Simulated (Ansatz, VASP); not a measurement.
# One calculation of Os, two programs

```
CELL_PARAMETERS angstrom
0.00000 1.94500 1.94500
1.94500 0.00000 1.94500
1.94500 1.94500 0.00000
ATOMIC_POSITIONS crystal
Os 0.00000 0.00000 0.00000
```

Alike in both runs: task single point; functional PBEsol; k mesh 12 × 12 × 12; occupations gaussian, width 0.02 eV; no spin polarisation.

|  | VASP | Ansatz |
| --- | --- | --- |
| version | VASP 6.6.1 | Ansatz 0.2.0 |
| potentials or method | VASP PAW PBE potentials, release 64 (Os), cutoff 520 eV | all-electron LAPW, scalar-relativistic |

|  | VASP | Ansatz | Ansatz less VASP |
| --- | --- | --- | --- |
| gap on the k mesh at the Fermi level (eV) | none | none | - |
| pressure (GPa) | -20.5 | -20.5 | -0.02 |

VASP's potentials were made for PBE, not for PBEsol. A gap of «none» marks a metal or a gap that the smearing closes. Ansatz ran all-electron here, and VASP with PAW potentials.

Neither program's run includes spin-orbit coupling.
